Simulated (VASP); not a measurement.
BN, 8 atoms in the cell. It takes space group R3m (No. 160, trigonal). The conventional cell has a = 5.126 Å, b = 5.126 Å, c = 6.278 Å, α = 90.00°, β = 90.00°, γ = 120.00°. Within 2.1 Å of B (site symmetry m) lie 4 N at 1.57 to 1.77 Å. Within 1.5 Å of B (site symmetry 3m) lie 1 N at 1.12 Å. N (site symmetry 3m) has 1 B at 1.12 Å within 1.5 Å. N (site symmetry m) has 4 B at 1.57 Å within 2.1 Å.  This cell differs from its parent crystal: atom 5 (N) moved +0.450 Å along Cartesian [1 1 1].

- Program: VASP 6.6.1
- Task: single point
- Functional: PBE
- Potentials or basis: VASP PAW PBE potentials, release 64 (B, N)
- Cutoff: 520 eV
- k mesh: 6 × 6 × 6
- Occupations: gaussian, width 0.05 eV
- Spin: no spin polarisation
- Dipole correction: no
- Further INCAR settings: ALGO = Normal; EDIFF = 1e-06; NBANDS = 26

Potentials or basis: VASP PAW PBE potentials, release 64 (B, N).

Launch:

```sh
$ cat potpaw_PBE.64/B/POTCAR potpaw_PBE.64/N/POTCAR > POTCAR
$ mpirun -np 1 vasp_std > vasp.out
```

Hardware: 1 thread of AMD EPYC 7R13 (shared host).

Q: Estimate the wall time of this run.

A: Run time: 77 s on 1 thread of AMD EPYC 7R13 (shared host), peak memory 0.14 GiB. Counts: scf iterations 14, k points 32.
